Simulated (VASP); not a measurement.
# SiC (P4_2/mnm) in VASP: notebook, part 2 of 2

VASP 6.6.1. The steps go on from the part before.

## 3. Single point, PBE

This run uses another cell than the first one, of 9.75 Å³/atom.

Contents of INCAR:

```
ALGO = Normal
EDIFF = 1E-6
ENCUT = 520
GGA = PE
ISIF = 2
ISMEAR = 0
LASPH = True
LCHARG = False
LREAL = False
LWAVE = False
NBANDS = 26
NELM = 100
PREC = Accurate
SIGMA = 0.1
```

Contents of KPOINTS:

```
k-points
0
Gamma
  4 4 6
```

Contents of POSCAR:

```
SiC
1.0
    5.0921996900      0.0000000000      0.0000000000
    0.0000000000      5.0921996900      0.0000000000
    0.0000000000      0.0000000000      3.0075472400
Si C
4 4
Direct
    0.6823628100      0.6823628100      0.0000000000
    0.8176371900      0.1823628100      0.5000000000
    0.3176371900      0.3176371900      0.0000000000
    0.1823628100      0.8176371900      0.5000000000
    0.8176371900      0.8176371900      0.5000000000
    0.6823628100      0.3176371900      0.0000000000
    0.1823628100      0.1823628100      0.5000000000
    0.3176371900      0.6823628100      0.0000000000
```

Potentials or basis: VASP PAW PBE potentials, release 64 (Si, C).

Started as:

```sh
cat potpaw_PBE.64/Si/POTCAR potpaw_PBE.64/C/POTCAR > POTCAR
mpirun -np 1 vasp_std > vasp.out
```

OUTCAR:

```text
EDIFF = 1E-6
   ENCUT = 520
   GGA = PE
   ISIF = 2
   ISMEAR = 0
   LASPH = True
   LREAL = False
   NELM = 100
   PREC = Accurate

 ion  position               nearest neighbor table
   1  0.682  0.682  0.000-   5 1.79   5 1.79   8 1.86   6 1.86   3 2.63   2 3.04   2 3.04   4 3.04
                             4 3.04   2 3.04   2 3.04   4 3.04   4 3.04
   2  0.818  0.182  0.500-   6 1.79   6 1.79   7 1.86   5 1.86   4 2.63   3 3.04   1 3.04   3 3.04
                             1 3.04   1 3.04   1 3.04   3 3.04   3 3.04
   3  0.318  0.318  0.000-   7 1.79   7 1.79   8 1.86   6 1.86   1 2.63   2 3.04   2 3.04   4 3.04
                             4 3.04   4 3.04   4 3.04   2 3.04   2 3.04
   4  0.182  0.818  0.500-   8 1.79   8 1.79   5 1.86   7 1.86   2 2.63   1 3.04   1 3.04   3 3.04
                             3 3.04   3 3.04   3 3.04   1 3.04   1 3.04
   5  0.818  0.818  0.500-   1 1.79   1 1.79   4 1.86   2 1.86
   6  0.682  0.318  0.000-   2 1.79   2 1.79   3 1.86   1 1.86
   7  0.182  0.182  0.500-   3 1.79   3 1.79   4 1.86   2 1.86
   8  0.318  0.682  0.000-   4 1.79   4 1.79   1 1.86   3 1.86

  LATTYP: Found a simple tetragonal cell.
 ALAT       =     5.0921996900
 C/A-ratio  =     0.5906184798

  Lattice vectors:

 A1 = (   5.0921996900,   0.0000000000,   0.0000000000)
 A2 = (   0.0000000000,   5.0921996900,   0.0000000000)
 A3 = (   0.0000000000,   0.0000000000,   3.0075472400)

Analysis of symmetry for initial positions (statically):
=====================================================================
 Subroutine PRICEL returns:
 Original cell was already a primitive cell.

 Routine SETGRP: Setting up the symmetry group for a
 simple tetragonal supercell.

 Subroutine GETGRP returns: Found 16 space group operations
 (whereof  8 operations were pure point group operations)
 out of a pool of 16 trial point group operations.

The static configuration has the point symmetry D_2h.
 The point group associated with its full space group is D_4h.

Analysis of symmetry for dynamics (positions and initial velocities):
[... 148 lines left out ...]
   GGA     = PE    functional components
   LHFCALC =     F    Hartree Fock is set to
   AEXX    =    0.0000 exact exchange contribution
   IVDW    =     0    specifies the selected vdW correction
   LEPSILON=     F    determine dielectric tensor
   LRPA    =     F    only Hartree local field effects (RPA)
 non-spin polarized calculation
 Gauss-broadening in eV      SIGMA  =   0.10
  energy-cutoff  :      520.00
  volume of cell :       77.99
 maximum number of plane-waves:      2125
 NGX is ok and might be reduce to    40
   NGX = 19   NGY = 19   NGZ = 11

 number of electron      32.0000004 magnetization

 Free energy of the ion-electron system (eV)
  ---------------------------------------------------
  ext. energy  EPLUGINS =         0.00000000
  ---------------------------------------------------
  free energy    TOTEN  =       -58.70467457 eV

  energy without entropy =      -58.70467457  energy(sigma->0) =      -58.70467457

 E-fermi :   9.5609     XC(G=0): -11.5308

 val. band max:        9.1109353142   @ k =   0.0000   0.0000   0.0000
 cond. band min:      11.2980713572   @ k =   0.0000   0.0000   0.3333
 fundamental gap:      2.1871360430
 Fermi energy:         9.5608633313

 k-point     1 :       0.0000    0.0000    0.0000
  band No.  band energies     occupation
      1      -7.3522      2.00000
      2      -3.6052      2.00000
      3      -3.6052      2.00000
      4      -3.1699      2.00000
      5       0.5424      2.00000
      6       1.4171      2.00000
[... 685 lines left out ...]
     25      19.4008      0.00000
     26      19.4066      0.00000

------------------------ aborting loop because EDIFF is reached ----------------------------------------

  FORCE on cell =-STRESS in cart. coord.  units (eV):
  Direction    XX          YY          ZZ          XY          YZ          ZX
  --------------------------------------------------------------------------------------
  -------------------------------------------------------------------------------------
  Total       14.0343814     14.0343814     13.9095999      0.0000000      0.0000000      0.0000000
  in kB      288.3238358    288.3238358    285.7603124      0.0000000      0.0000000      0.0000000
  external PRESSURE =     287.4693280 kB  Pullay stress =       0.0000000 kB

 VOLUME and BASIS-vectors are now :
 -----------------------------------------------------------------------------
  energy-cutoff  :      520.00
  volume of cell :       77.99
      direct lattice vectors                 reciprocal lattice vectors
     5.092199690  0.000000000  0.000000000     0.196378787  0.000000000  0.000000000
     0.000000000  5.092199690  0.000000000     0.000000000  0.196378787  0.000000000
     0.000000000  0.000000000  3.007547240     0.000000000  0.000000000  0.332496855

 POSITION                                       TOTAL-FORCE (eV/Angst)
 -----------------------------------------------------------------------------------
      3.47473      3.47473      0.00000        -0.655128     -0.655128      0.000000
      4.16357      0.92863      1.50377         0.655128     -0.655128      0.000000
      1.61747      1.61747      0.00000         0.655128      0.655128      0.000000
      0.92863      4.16357      1.50377        -0.655128      0.655128      0.000000
      4.16357      4.16357      1.50377        -0.178356     -0.178356      0.000000
      3.47473      1.61747      0.00000         0.178356     -0.178356      0.000000
      0.92863      0.92863      1.50377         0.178356      0.178356     -0.000000
      1.61747      3.47473      0.00000        -0.178356      0.178356      0.000000
 -----------------------------------------------------------------------------------
    total drift:                                0.000000      0.000000     -0.000000

  FREE ENERGIE OF THE ION-ELECTRON SYSTEM (eV)
  ---------------------------------------------------
  free  energy   TOTEN  =       -58.7046745728 eV

  energy  without entropy=      -58.7046745728  energy(sigma->0) =      -58.70467457
```

OSZICAR:

```text
N       E                     dE             d eps       ncg     rms          rms(c)
DAV:   1     0.810735760623E+02    0.81074E+02   -0.14681E+04  1248   0.112E+03
DAV:   2    -0.608432025073E+02   -0.14192E+03   -0.13132E+03  1680   0.203E+02
DAV:   3    -0.679169719119E+02   -0.70738E+01   -0.70265E+01  1644   0.421E+01
DAV:   4    -0.680014454525E+02   -0.84474E-01   -0.84372E-01  1616   0.540E+00
DAV:   5    -0.680028477750E+02   -0.14023E-02   -0.14015E-02  1628   0.663E-01    0.201E+01
DAV:   6    -0.590909052268E+02    0.89119E+01   -0.21570E+01  1546   0.211E+01    0.916E+00
DAV:   7    -0.587430173002E+02    0.34789E+00   -0.27852E+00  1586   0.766E+00    0.384E+00
DAV:   8    -0.587065491792E+02    0.36468E-01   -0.14960E-01  1498   0.186E+00    0.947E-01
DAV:   9    -0.587040256035E+02    0.25236E-02   -0.19023E-02  1526   0.729E-01    0.186E-01
DAV:  10    -0.587046081220E+02   -0.58252E-03   -0.18750E-03  1456   0.215E-01    0.815E-02
DAV:  11    -0.587046729763E+02   -0.64854E-04   -0.12425E-04  1514   0.687E-02    0.299E-02
DAV:  12    -0.587046737356E+02   -0.75931E-06   -0.22200E-05  1532   0.231E-02    0.506E-03
DAV:  13    -0.587046745728E+02   -0.83722E-06   -0.11127E-06  1048   0.585E-03
   1 F= -.58704675E+02 E0= -.58704675E+02  d E =-.189904E-11
```

stdout:

```text
POSCAR found type information on POSCAR SiC
 POSCAR found :  2 types and       8 ions
 scaLAPACK will be used
 LDA part: xc-table for (Slater+PW92), standard interpolation
 POSCAR, INCAR and KPOINTS ok, starting setup
 FFT: planning ... GRIDC
 FFT: planning ... GRID_SOFT
 FFT: planning ... GRID
 WAVECAR not read
 entering main loop
```

It took 62 s on 1 thread of Intel Xeon 8259CL, shared host; peak memory 0.2 GiB.

Results:

| Item | Value |
| --- | --- |
| Free energy | -58.7047 eV |
| Pressure | 28.7 GPa |
| Largest force | 0.926 eV/Å |
| Band gap on the k mesh | 2.19 eV (least direct gap 2.60 eV) |

Forces on the atoms (eV/Å):
```
Si  -0.655 -0.655  0.000
Si   0.655 -0.655  0.000
Si   0.655  0.655  0.000
Si  -0.655  0.655  0.000
C   -0.178 -0.178  0.000
C    0.178 -0.178  0.000
C    0.178  0.178  0.000
C   -0.178  0.178  0.000
```

Levels at points of the mesh, in eV from the valence-band top:
```
           k point  band 12  band 13  band 14  band 15  band 16  band 17  band 18  band 19  band 20  band 21
(0.00, 0.00, 0.00)    -1.87    -0.89    -0.30     0.00     0.00     2.60     4.33     5.79     5.79     6.15
(0.50, 0.00, 0.00)    -2.76    -1.34    -1.34    -1.21    -1.21     4.00     4.00     5.12     5.12     7.03
(0.50, 0.50, 0.00)    -2.63    -2.10    -2.10    -2.06    -2.06     4.50     4.50     4.63     4.63     5.55
(0.00, 0.00, 0.50)    -4.40    -3.26    -3.26    -2.94    -2.94     3.13     3.13     6.55     6.55     6.95
(0.50, 0.00, 0.50)    -4.20    -2.87    -2.87    -1.35    -1.35     3.24     3.24     5.51     5.51     5.56
(0.50, 0.50, 0.50)    -2.36    -2.35    -2.35    -2.09    -2.09     3.27     3.27     3.62     3.62     4.85
```

Caveat: the cell stands under pressure. A k mesh can miss the band edges.

## 4. Single point, PBE

Contents of INCAR:

```
ALGO = Normal
EDIFF = 1E-7
ENCUT = 520
GGA = PE
ISIF = 2
ISMEAR = 0
LASPH = True
LCHARG = False
LREAL = False
LWAVE = False
NBANDS = 26
NELM = 60
PREC = Accurate
SIGMA = 0.1
```

KPOINTS is that of step 3.

Contents of POSCAR:

```
SiC
1.0
    5.3221320272      0.0000000000      0.0000000000
    0.0000000000      5.3221320272      0.0000000000
    0.0000000000      0.0000000000      3.0931216103
Si C
4 4
Direct
    0.6755914987      0.6755914987      0.0000000000
    0.8244085013      0.1755914987      0.5000000000
    0.3244085013      0.3244085013      0.0000000000
    0.1755914987      0.8244085013      0.5000000000
    0.8154227395      0.8154227395      0.5000000000
    0.6845772605      0.3154227395      0.0000000000
    0.1845772605      0.1845772605      0.5000000000
    0.3154227395      0.6845772605      0.0000000000
```

Started as:

```sh
cat potpaw_PBE.64/Si/POTCAR potpaw_PBE.64/C/POTCAR > POTCAR
mpirun -np 1 vasp_std > vasp.out
```

It took 61 s on 1 thread of Intel Xeon 8259CL, shared host; peak memory 0.2 GiB.

It converged, with:

```
Free energy            : -59.5961 eV
Pressure               : 0.0 GPa
Largest force          : 0.011 eV/Å
Band gap on the k mesh : 2.17 eV (least direct gap 2.87 eV)
```

Forces on the atoms (eV/Å):
```
Si   0.004  0.004  0.000
Si  -0.004  0.004  0.000
Si  -0.004 -0.004  0.000
Si   0.004 -0.004  0.000
C   -0.008 -0.008  0.000
C    0.008 -0.008  0.000
C    0.008  0.008  0.000
C   -0.008  0.008  0.000
```

Stress tensor (GPa, compression positive):
```
 0.01  0.00  0.00
 0.00  0.01  0.00
 0.00  0.00 -0.08
```

Levels at points of the mesh, in eV from the valence-band top:
| k point | band 13 | band 14 | band 15 | band 16 | band 17 | band 18 | band 19 | band 20 |
| --- | --- | --- | --- | --- | --- | --- | --- | --- |
| (0.00, 0.00, 0.00) | -0.40 | -0.07 | 0.00 | 0.00 | 2.87 | 4.52 | 5.31 | 5.31 |
| (0.50, 0.00, 0.00) | -1.07 | -1.07 | -0.87 | -0.87 | 4.05 | 4.05 | 5.07 | 5.07 |
| (0.50, 0.50, 0.00) | -1.87 | -1.87 | -1.56 | -1.56 | 4.46 | 4.46 | 4.56 | 4.56 |
| (0.00, 0.00, 0.50) | -2.81 | -2.81 | -2.70 | -2.70 | 3.05 | 3.05 | 6.42 | 6.42 |
| (0.50, 0.00, 0.50) | -2.42 | -2.42 | -1.29 | -1.29 | 3.30 | 3.30 | 5.18 | 5.18 |
| (0.50, 0.50, 0.50) | -1.95 | -1.95 | -1.65 | -1.65 | 3.00 | 3.00 | 3.49 | 3.49 |

A k mesh can miss the band edges.

## 5. Overview

```tsv
task	cell	k mesh	cutoff (eV)	smearing	gap on the mesh (eV)	pressure (GPa)	largest force (eV/Å)
relaxation of cell and atoms	relaxed from a = 5.322, b = 5.322, c = 3.093 Å, 8 atoms, atomic positions A	6 × 6 × 10	600	gaussian 0.02 eV	2.20	0.0	-
single point	a = 5.092, b = 5.092, c = 3.008 Å, 8 atoms, atomic positions B	4 × 4 × 6	520	gaussian 0.1 eV	2.19	28.7	0.93
single point	a = 5.322, b = 5.322, c = 3.093 Å, 8 atoms, atomic positions A	4 × 4 × 6	520	gaussian 0.1 eV	2.17	0.0	0.01
```

Alike in all rows: level PBE; potentials or basis VASP PAW PBE potentials, release 64 (Si, C); no spin polarisation.

Caveats: the cell stands under pressure (at least some runs).

Absolute energies hang on the potentials; compare differences alone.
